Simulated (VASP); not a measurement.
Set up this calculation in VASP 6.6.1, as the native input.

```yaml
Task: single point
Functional: PBE
Potentials_or_basis: VASP PAW PBE potentials, release 64 (Mg, B)
Cutoff: 520 eV
k_mesh: 6 × 6 × 6
Occupations: gaussian, width 0.1 eV
Spin: no spin polarisation
Dipole_correction: no
Further_INCAR_settings: ALGO = Normal; EDIFF = 1e-07; NBANDS = 11
```

The structure of MgB2 lies in POSCAR:

```
MgB2
1.0
    0.0000000000      2.4195256654      2.4195256654
    2.4195256654      0.0000000000      2.4195256654
    2.4195256654      2.4195256654      0.0000000000
Mg B
1 2
Direct
    0.0000000000      0.0000000000      0.0000000000
    0.2500000000      0.2500000000      0.2500000000
    0.7500000000      0.7500000000      0.7500000000
```

These files were run (other wordings do the same):

INCAR

```
SYSTEM = MgB2
ALGO     = Normal         ! electronic algorithm
EDIFF    = 1E-7           ! SCF threshold, eV
ENCUT    = 520            ! plane-wave cutoff, eV
GGA      = PE             ! functional
ISIF     = 2              ! what is computed and relaxed
ISMEAR   = 0              ! smearing method
LASPH    = .True.         ! aspherical terms in the spheres
LCHARG   = .False.        ! write CHGCAR
LREAL    = .False.        ! projectors in reciprocal space
LWAVE    = .False.        ! write WAVECAR
NBANDS   = 11             ! bands
NELM     = 60             ! most SCF steps
PREC     = Accurate       ! precision mode
SIGMA    = 0.1            ! smearing width, eV
```

KPOINTS

```
k-points
0
Gamma
  6 6 6
  0 0 0
```

Potentials or basis: VASP PAW PBE potentials, release 64 (Mg, B).

Run with:

```console
$ cat potpaw_PBE.64/Mg/POTCAR potpaw_PBE.64/B/POTCAR > POTCAR
$ mpirun -np 1 vasp_std > vasp.out
```

It gave:

The pressure is 37.2 GPa and the band gap on the k mesh is zero (band 4 reaches 5.98 eV, above the bottom of band 5 at 2.45 eV).

Caveat: the k points lie up to 0.37 Å⁻¹ apart.

It took 7.2 s on 1 thread of Intel(R) Xeon(R) 6975P-C (Granite Rapids) (shared host), peak memory 0.14 GiB.
